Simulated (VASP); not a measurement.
# Fe (Im-3m) in VASP: a series of runs

The runs below take Fe through single point, with PBEsol.

Everything below comes from runs of VASP 6.6.1. Logs are shortened: lines on timing, memory, paths and dates and some standing lists are left out, and cuts for length are marked.

**1. The cell of the first run**

Symmetry: Im-3m, No. 229, cubic system. The conventional cell has a = 2.493 Å, b = 2.493 Å, c = 2.493 Å, α = 90.00°, β = 90.00°, γ = 90.00°. Fe (site symmetry m-3m) has 14 Fe at 2.16 to 2.49 Å within 2.9 Å.

**2. Single point, PBEsol, collinear spin, ferromagnetic start (7.75 Å³/atom)**

The input, INCAR:

```
ALGO = Normal
EDIFF = 1E-6
ENCUT = 520
GGA = PS
ISIF = 2
ISMEAR = -1
ISPIN = 2
LASPH = True
LCHARG = True
LELF = True
LMAXMIX = 4
LORBIT = 11
LREAL = False
LVHAR = True
LWAVE = False
MAGMOM = 2.5
NBANDS = 14
NELM = 150
PREC = Accurate
SIGMA = 0.08
```

The input, KPOINTS:

```
k-points
0
Gamma
  21 21 21
```

The input, POSCAR:

```
Fe
1.0
   -1.2466739616      1.2466739616      1.2466739616
    1.2466739616     -1.2466739616      1.2466739616
    1.2466739616      1.2466739616     -1.2466739616
Fe
1
Direct
    0.0000000000      0.0000000000      0.0000000000
```

Potentials or basis: VASP PAW PBE potentials, release 64 (Fe).

On the command line:

```
> cat potpaw_PBE.64/Fe/POTCAR > POTCAR
> mpirun -np 1 vasp_std > vasp.out
```

OUTCAR:

```text
EDIFF = 1E-6
   ENCUT = 520
   GGA = PS
   ISIF = 2
   ISMEAR = -1
   ISPIN = 2
   LASPH = True
   LORBIT = 11
   LREAL = False
   NELM = 150
   PREC = Accurate

 ion  position               nearest neighbor table
   1  0.000  0.000  0.000-

  LATTYP: Found a body centered cubic cell.
 ALAT       =     2.4933479232

  Lattice vectors:

 A1 = (  -1.2466739616,   1.2466739616,   1.2466739616)
 A2 = (   1.2466739616,  -1.2466739616,   1.2466739616)
 A3 = (   1.2466739616,   1.2466739616,  -1.2466739616)

Analysis of symmetry for initial positions (statically):
=====================================================================
 Subroutine PRICEL returns:
 Original cell was already a primitive cell.

 Routine SETGRP: Setting up the symmetry group for a
 body centered cubic supercell.

 Subroutine GETGRP returns: Found 48 space group operations
 (whereof 48 operations were pure point group operations)
 out of a pool of 48 trial point group operations.

The static configuration has the point symmetry O_h .

Analysis of symmetry for dynamics (positions and initial velocities):
=====================================================================
 Subroutine PRICEL returns:
 Original cell was already a primitive cell.

 Routine SETGRP: Setting up the symmetry group for a
 body centered cubic supercell.

 Subroutine GETGRP returns: Found 48 space group operations
 (whereof 48 operations were pure point group operations)
 out of a pool of 48 trial point group operations.

The dynamic configuration has the point symmetry O_h .

Analysis of structural, dynamic, and magnetic symmetry:
=====================================================================
 Subroutine PRICEL returns:
 Original cell was already a primitive cell.

 Routine SETGRP: Setting up the symmetry group for a
 body centered cubic supercell.

 Subroutine GETGRP returns: Found 48 space group operations
 (whereof 48 operations were pure point group operations)
 out of a pool of 48 trial point group operations.

The overall configuration has the point symmetry O_h .

 Subroutine INISYM returns: Found 48 space group operations
 (whereof 48 operations are pure point group operations),
 and found     1 'primitive' translations

----------------------------------------------------------------------------------------

                                     Primitive cell

  volume of cell :       7.7503

  direct lattice vectors                    reciprocal lattice vectors
    -1.246673962  1.246673962  1.246673962     0.000000000  0.401067172  0.401067172
     1.246673962 -1.246673962  1.246673962     0.401067172  0.000000000  0.401067172
     1.246673962  1.246673962 -1.246673962     0.401067172  0.401067172  0.000000000

  length of vectors
     2.159302642  2.159302642  2.159302642     0.567194634  0.567194634  0.567194634

  position of ions in fractional coordinates (direct lattice)
     0.000000000  0.000000000  0.000000000

  ion indices of the primitive-cell ions
   primitive index   ion index
                 1           1

----------------------------------------------------------------------------------------

 KPOINTS: k-points

Automatic generation of k-mesh.
 Grid dimensions read from file:
 generate k-points for:   21   21   21

 Generating k-lattice:

  Cartesian coordinates                     Fractional coordinates (reciprocal lattice)
     0.000000000  0.019098437  0.019098437     0.047619048  0.000000000  0.000000000
     0.019098437  0.000000000  0.019098437     0.000000000  0.047619048  0.000000000
     0.019098437  0.019098437  0.000000000     0.000000000  0.000000000  0.047619048

  Length of vectors
     0.027009268  0.027009268  0.027009268

  Shift w.r.t. Gamma in fractional coordinates (k-lattice)
     0.000000000  0.000000000  0.000000000

 Subroutine IBZKPT returns following result:
 ===========================================

 Found    286 irreducible k-points:

 Following reciprocal coordinates:
            Coordinates               Weight
  0.000000  0.000000  0.000000      1.000000
  0.047619  0.000000  0.000000     12.000000
  0.095238  0.000000  0.000000     12.000000
  0.142857  0.000000  0.000000     12.000000
  0.190476  0.000000  0.000000     12.000000
  0.238095  0.000000  0.000000     12.000000
[... 16 lines left out ...]
  0.142857  0.095238  0.000000     48.000000
  0.190476  0.095238  0.000000     48.000000
 [... further k-points ...]
   k-points           NKPTS =    286   k-points in BZ     NKDIM =    286   number of bands    NBANDS=     14
   number of dos      NEDOS =    301   number of ions     NIONS =      1
   total plane-waves  NPLWV =   4096
   dimension x,y,z NGX =    16 NGY =   16 NGZ =   16
   dimension x,y,z NGXF=    32 NGYF=   32 NGZF=   32
   ions per type =               1
   NGX,Y,Z   is equivalent  to a cutoff of  12.32, 12.32, 12.32 a.u.
   NGXF,Y,Z  is equivalent  to a cutoff of  24.64, 24.64, 24.64 a.u.
 SYSTEM =  unknown system
   PREC   = accura    normal or accurate (medium, high low for compatibility)
   ISTART =      0    job   : 0-new  1-cont  2-samecut
   ICHARG =      2    charge: 1-file 2-atom 10-const
   ISPIN  =      2    spin polarized calculation?
   LNONCOLLINEAR =      F non collinear calculations
   LSORBIT =      F    spin-orbit coupling
   LASPH  =      T    aspherical Exc in radial PAW
   ENCUT  =  520.0 eV  38.22 Ry    6.18 a.u.   4.01  4.01  4.01*2*pi/ulx,y,z
   NELM   =    150;   NELMIN=  2; NELMDL= -5     # of ELM steps
   EDIFF  = 0.1E-05   stopping-criterion for ELM
   LREAL  =      F    real-space projection
   EDIFFG = 0.1E-04   stopping-criterion for IOM
   NSW    =      0    number of steps for IOM
   IBRION =     -1    ionic relax: 0-MD 1-quasi-New 2-CG
   NFREE  =      0    steps in history (QN), initial steepest desc. (CG)
   ISIF   =      2    stress and relaxation
   ISYM   =      2    0-nonsym 1-usesym 2-fastsym
   POTIM  = 0.5000    time-step for ionic-motion
   TEBEG  =    0.0;   TEEND  =   0.0 temperature during run
   PSTRESS=    0.0 pullay stress
   NELECT =       8.0000    total number of electrons
   NUPDOWN=      -1.0000    fix difference up-down
   EMIN   =  10.00;   EMAX   =-10.00  energy-range for DOS
   EFERMI =   0.00;   METHOD = LEGACY
   ISMEAR =    -1;   SIGMA  =   0.08  broadening in eV -4-tet -1-fermi 0-gaus
[... 12 lines left out ...]
   IVDW    =     0    specifies the selected vdW correction
   LEPSILON=     F    determine dielectric tensor
   LRPA    =     F    only Hartree local field effects (RPA)
 spin polarized calculation
  energy-cutoff  :      520.00
  volume of cell :        7.75
 maximum number of plane-waves:       236
   NGX =  7   NGY =  7   NGZ =  7

 number of electron       8.0000007 magnetization       1.3537357

 Free energy of the ion-electron system (eV)
  ---------------------------------------------------
  ext. energy  EPLUGINS =         0.00000000
  ---------------------------------------------------
  free energy    TOTEN  =        -7.80268521 eV

  energy without entropy =       -7.77789052  energy(sigma->0) =       -7.79028787

 E-fermi :  10.5728     XC(G=0): -15.5956

 val. band max:       10.5716577908   @ k =   0.2381   0.0476   0.0476
 cond. band min:      10.5730726695   @ k =  -0.4762   0.4762   0.2857
 fundamental gap:      0.0014148787
 Fermi energy:        10.5727751837

 spin component 1

 k-point     1 :       0.0000    0.0000    0.0000
  band No.  band energies     occupation
      1      -0.3388      1.00000
      2       7.3249      1.00000
      3       7.3249      1.00000
      4       7.3249      1.00000
      5       9.6523      0.99999
      6       9.6523      0.99999
      7      39.1971      0.00000
      8      39.1971      0.00000
      9      39.1971      0.00000
     10      47.4344      0.00000
     11      47.4344      0.00000
     12      52.7962      0.00000
     13      52.7963      0.00000
     14      52.7963      0.00000

 k-point     2 :       0.0476    0.0000    0.0000
  band No.  band energies     occupation
      1      -0.2086      1.00000
      2       7.2754      1.00000
      3       7.3197      1.00000
      4       7.4148      1.00000
      5       9.5978      0.99999
      6       9.6563      0.99999
      7      38.7319      0.00000
      8      39.1202      0.00000
      9      39.2466      0.00000
     10      47.1403      0.00000
     11      47.9080      0.00000
     12      51.3002      0.00000
     13      51.4279      0.00000
     14      52.9986      0.00000
[... 343 lines left out ...]
      1       1.8488      1.00000
      2       6.6526      1.00000
      3       6.8285      1.00000
      4       9.0300      1.00000
      5       9.1198      1.00000
      6       9.8573      0.99987
      7      33.7543      0.00000
      8      35.7672      0.00000
      9      40.4671      0.00000
     10      43.4654      0.00000
     11      46.7122      0.00000
     12      49.8253      0.00000
     13      53.4152      0.00000
     14      54.6345      0.00000

 k-point    24 :       0.1905    0.0952    0.0000
  band No.  band energies     occupation
      1       2.6169      1.00000
      2       6.3571      1.00000
      3       6.7335      1.00000
      4       9.1331      1.00000
      5       9.7401      0.99997
      6       9.9720      0.99945
      7      31.7439      0.00000
      8      34.6256      0.00000
      9      40.4987      0.00000
     10      42.0143      0.00000
     11      47.3146      0.00000
     12      49.4620      0.00000
     13      54.7428      0.00000
     14      56.2999      0.00000

 [... further k-points ...]

 spin component 2

 k-point     1 :       0.0000    0.0000    0.0000
  band No.  band energies     occupation
      1      -0.0742      1.00000
      2       8.4200      1.00000
      3       8.4200      1.00000
      4       8.4200      1.00000
      5      11.4835      0.00001
      6      11.4835      0.00001
      7      39.2373      0.00000
      8      39.2373      0.00000
      9      39.2373      0.00000
     10      47.8149      0.00000
     11      47.8149      0.00000
     12      53.3086      0.00000
     13      53.3086      0.00000
     14      53.3086      0.00000

 k-point     2 :       0.0476    0.0000    0.0000
  band No.  band energies     occupation
      1       0.0567      1.00000
      2       8.3668      1.00000
      3       8.4124      1.00000
      4       8.5128      1.00000
      5      11.4211      0.00002
      6      11.4875      0.00001
      7      38.8271      0.00000
      8      39.1765      0.00000
      9      39.3001      0.00000
     10      47.5302      0.00000
     11      48.2664      0.00000
     12      51.9643      0.00000
     13      52.0911      0.00000
     14      53.5016      0.00000
[... 343 lines left out ...]
      1       2.1498      1.00000
      2       7.6972      1.00000
      3       7.8984      1.00000
      4      10.1725      0.99333
      5      10.8098      0.04911
      6      11.6908      0.00000
      7      34.2202      0.00000
      8      36.1191      0.00000
      9      40.6027      0.00000
     10      44.0629      0.00000
     11      47.0589      0.00000
     12      50.4048      0.00000
     13      53.7588      0.00000
     14      55.1577      0.00000

 k-point    24 :       0.1905    0.0952    0.0000
  band No.  band energies     occupation
      1       2.9679      1.00000
      2       7.3877      1.00000
      3       7.7680      1.00000
      4      10.7710      0.07741
      5      10.9159      0.01353
      6      11.7923      0.00000
      7      32.3014      0.00000
      8      34.9971      0.00000
      9      40.7455      0.00000
     10      42.5315      0.00000
     11      47.6668      0.00000
     12      50.0036      0.00000
     13      55.1105      0.00000
     14      56.8246      0.00000

 [... further k-points ...]

------------------------ aborting loop because EDIFF is reached ----------------------------------------

  FORCE on cell =-STRESS in cart. coord.  units (eV):
  Direction    XX          YY          ZZ          XY          YZ          ZX
  --------------------------------------------------------------------------------------
  -------------------------------------------------------------------------------------
  Total        7.7228995      7.7228995      7.7228995      0.0000000      0.0000000      0.0000000
  in kB     1596.5124544   1596.5124544   1596.5124544      0.0000000      0.0000000      0.0000000
  external PRESSURE =    1596.5124544 kB  Pullay stress =       0.0000000 kB

 VOLUME and BASIS-vectors are now :
 -----------------------------------------------------------------------------
  energy-cutoff  :      520.00
  volume of cell :        7.75
      direct lattice vectors                 reciprocal lattice vectors
    -1.246673962  1.246673962  1.246673962     0.000000000  0.401067172  0.401067172
     1.246673962 -1.246673962  1.246673962     0.401067172  0.000000000  0.401067172
     1.246673962  1.246673962 -1.246673962     0.401067172  0.401067172  0.000000000

 POSITION                                       TOTAL-FORCE (eV/Angst)
 -----------------------------------------------------------------------------------
      0.00000      0.00000      0.00000        -0.000000     -0.000000      0.000000
 -----------------------------------------------------------------------------------
    total drift:                                0.000000      0.000000     -0.000000

  FREE ENERGIE OF THE ION-ELECTRON SYSTEM (eV)
  ---------------------------------------------------
  free  energy   TOTEN  =        -7.8026852074 eV

  energy  without entropy=       -7.7778905237  energy(sigma->0) =       -7.79028787

 total charge

# of ion       s       p       d       tot
------------------------------------------
    1        0.696   0.971   6.750   8.417

 magnetization (x)

# of ion       s       p       d       tot
------------------------------------------
    1       -0.010  -0.039   1.353   1.303
```

It took 42 s on 1 thread of Intel Xeon 8259CL, shared host; peak memory 0.16 GiB.

What came out:

| Property | Result |
| --- | --- |
| Free energy | -7.8027 eV |
| Pressure | 159.7 GPa |
| Net moment | 1.35 μB per cell |
| Site moments | Fe +1.30 μB |

Levels at points of the mesh, in eV from the Fermi level:
Spin up:
| k point | band 1 | band 2 | band 3 | band 4 | band 5 | band 6 | band 7 | band 8 | band 9 | band 10 |
| --- | --- | --- | --- | --- | --- | --- | --- | --- | --- | --- |
| (0.00, 0.00, 0.00) | -10.91 | -3.25 | -3.25 | -3.25 | -0.92 | -0.92 | 28.62 | 28.62 | 28.62 | 36.86 |
Spin down:
```
           k point  band 1  band 2  band 3  band 4  band 5  band 6  band 7  band 8
(0.00, 0.00, 0.00)  -10.65   -2.15   -2.15   -2.15    0.91    0.91   28.66   28.66
```

Caveat: the cell stands under pressure; the PAW data sets were made with another functional, which shifts forces and pressure a little.

**3. Single point, PBEsol, collinear spin, ferromagnetic start**

The input, INCAR:

```
ALGO     = Normal         # electronic algorithm
EDIFF    = 1E-6           # SCF threshold, eV
ENCUT    = 520            # plane-wave cutoff, eV
GGA      = PS             # functional
ISIF     = 2              # what is computed and relaxed
ISMEAR   = -1             # smearing method
ISPIN    = 2              # spin polarisation
LASPH    = T              # aspherical terms in the spheres
LCHARG   = F              # write CHGCAR
LMAXMIX  = 4              # l up to which the mixer works
LORBIT   = 11             # projections on sites
LREAL    = F              # projectors in reciprocal space
LWAVE    = F              # write WAVECAR
MAGMOM   = 2.5            # initial moments
NBANDS   = 14             # bands
NELM     = 150            # most SCF steps
PREC     = Accurate       # precision mode
SIGMA    = 0.08           # smearing width, eV
```

KPOINTS is that of step 2.

The input, POSCAR:

```
Fe
1.0
   -1.2462910116      1.2462910116      1.2462910116
    1.2462910116     -1.2462910116      1.2462910116
    1.2462910116      1.2462910116     -1.2462910116
Fe
1
Direct
    0.0000000000      0.0000000000      0.0000000000
```

Potentials or basis: VASP PAW PBE potentials, release 64 (Fe).

On the command line:

```
> cat potpaw_PBE.64/Fe/POTCAR > POTCAR
> mpirun -np 1 vasp_std > vasp.out
```

Run time: 40 s. Hardware: 1 thread of Intel Xeon 8259CL, shared host; peak memory 0.16 GiB.

It converged, with:

```
Free energy  : -7.7956 eV
Pressure     : 160.4 GPa
Net moment   : 1.35 μB per cell
Site moments : Fe +1.30 μB
```

Levels at points of the mesh, in eV from the Fermi level:
Spin up:
```csv
k point,band 2,band 3,band 4,band 5,band 6,band 7,band 8,band 9
"(0.00, 0.00, 0.00)",-3.25,-3.25,-3.25,-0.92,-0.92,28.63,28.63,28.63
```
Spin down:
```
           k point  band 1  band 2  band 3  band 4  band 5  band 6  band 7
(0.00, 0.00, 0.00)  -10.65   -2.16   -2.16   -2.16    0.91    0.91   28.67
```

Caveat: the cell stands under pressure; the PAW data sets were made with another functional, which shifts forces and pressure a little.

**4. Single point, PBEsol, collinear spin, ferromagnetic start**

The input, INCAR:

```
SYSTEM = Fe
PREC     = Accurate       ! precision mode
ENCUT    = 520            ! plane-wave cutoff, eV
EDIFF    = 1E-6           ! SCF threshold, eV
ISMEAR   = -1             ! smearing method
SIGMA    = 0.08           ! smearing width, eV
LREAL    = .False.        ! projectors in reciprocal space
LASPH    = .True.         ! aspherical terms in the spheres
NELM     = 150            ! most SCF steps
ALGO     = Normal         ! electronic algorithm
ISIF     = 2              ! what is computed and relaxed
LWAVE    = .False.        ! write WAVECAR
LCHARG   = .True.         ! write CHGCAR
ISPIN    = 2              ! spin polarisation
MAGMOM   = 2.5            ! initial moments
LORBIT   = 11             ! projections on sites
LMAXMIX  = 4              ! l up to which the mixer works
GGA      = PS             ! functional
LELF     = .True.         ! ELF
LVHAR    = .True.       
NBANDS   = 14             ! bands
```

The input, KPOINTS:

```
regular mesh
0
Gamma
  21 21 21
  0 0 0
```

The input, POSCAR:

```
Fe
1.0
   -1.2462441055      1.2462441055      1.2462441055
    1.2462441055     -1.2462441055      1.2462441055
    1.2462441055      1.2462441055     -1.2462441055
Fe
1
Direct
    0.0000000000      0.0000000000      0.0000000000
```

On the command line:

```
> cat potpaw_PBE.64/Fe/POTCAR > POTCAR
> mpirun -np 1 vasp_std > vasp.out
```

Run time: 52 s. Hardware: 1 thread of Intel Xeon 8259CL, shared host; peak memory 0.16 GiB.

It converged, with:

- Free energy: -7.7947 eV
- Pressure: 160.5 GPa
- Net moment: 1.35 μB per cell
- Site moments: Fe +1.30 μB

Levels at points of the mesh, in eV from the Fermi level:
Spin up:
```tsv
k point	band 2	band 3	band 4	band 5	band 6	band 7	band 8	band 9
(0.00, 0.00, 0.00)	-3.25	-3.25	-3.25	-0.92	-0.92	28.63	28.63	28.63
```
Spin down:
| k point | band 1 | band 2 | band 3 | band 4 | band 5 | band 6 | band 7 | band 8 |
| --- | --- | --- | --- | --- | --- | --- | --- | --- |
| (0.00, 0.00, 0.00) | -10.65 | -2.16 | -2.16 | -2.16 | 0.91 | 0.91 | 28.67 | 28.67 |

Caveat: the cell stands under pressure; the PAW data sets were made with another functional, which shifts forces and pressure a little.

**5. Single point, PBEsol, collinear spin, ferromagnetic start**

This run uses another cell than the first one, of 10.82 Å³/atom.

The input, INCAR:

```
SYSTEM = Fe
PREC = Accurate
ENCUT = 520
EDIFF = 1E-7
ISMEAR = -1
SIGMA = 0.08
LREAL = .False.
LASPH = .True.
NELM = 150
ALGO = Normal
ISIF = 2
LWAVE = .False.
LCHARG = .False.
ISPIN = 2
MAGMOM = 2.5
LORBIT = 11
LMAXMIX = 4
GGA = PS
NBANDS = 14
```

KPOINTS is that of step 4.

The input, POSCAR:

```
Fe
1.0
   -1.3935264448      1.3935264448      1.3935264448
    1.3935264448     -1.3935264448      1.3935264448
    1.3935264448      1.3935264448     -1.3935264448
Fe
1
Direct
    0.0000000000      0.0000000000      0.0000000000
```

On the command line:

```
> cat potpaw_PBE.64/Fe/POTCAR > POTCAR
> mpirun -np 1 vasp_std > vasp.out
```

Run time: 1.8 min. Hardware: 1 thread of Intel Xeon 8259CL, shared host; peak memory 0.18 GiB.

It converged, with:

```
Free energy                                           : -8.9290 eV
Pressure                                              : -0.1 GPa
Net moment                                            : 2.10 μB per cell
Site moments                                          : Fe +2.08 μB
Valence electrons inside the program's atomic spheres : Fe 7.38
```

Levels at points of the mesh, in eV from the Fermi level:
Spin up:
| k point | band 3 | band 4 | band 5 | band 6 | band 7 | band 8 |
| --- | --- | --- | --- | --- | --- | --- |
| (0.00, 0.00, 0.00) | -2.44 | -2.44 | -1.08 | -1.08 | 25.36 | 25.36 |
Spin down:
```
           k point  band 1  band 2  band 3  band 4  band 5  band 6
(0.00, 0.00, 0.00)   -8.59   -0.60   -0.60   -0.60    1.49    1.49
```

Caveat: the PAW data sets were made with another functional, which shifts forces and pressure a little.
